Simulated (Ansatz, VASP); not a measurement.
## Two plane-wave programs on Ru

```xyz
2
Lattice="2.7236 0.0000 0.0000 -1.3618 2.3587 0.0000 0.0000 0.0000 4.2891" Properties=species:S:1:pos:R:3 pbc="T T T"
Ru    0.0000    1.5724    1.0723
Ru    1.3618    0.7862    3.2168
```

Alike in both runs: task single point; functional PBE; k mesh 13 × 13 × 7; occupations gaussian, width 0.1 eV; no spin polarisation.

```csv
,VASP,Ansatz
version,VASP 6.6.1,Ansatz 0.2.0
potentials or method,"VASP PAW PBE potentials, release 64 (Ru_pv), cutoff 520 eV","plane waves (420 eV) with PAW, scalar-relativistic"
valence electrons in the cell,28,32
```

|  | VASP | Ansatz | Ansatz less VASP |
| --- | --- | --- | --- |
| pressure (GPa) | -0.3 | -0.2 | +0.11 |
| traceless stress, the component that is largest in VASP (GPa) | 0.28 | 0.26 | -0.016 |

With one functional, cell and mesh, what is left measures potentials, basis and numerics. VASP's potentials hold 28 valence electrons a cell and Ansatz's 32, so a difference there can come from the potentials and not from the codes.
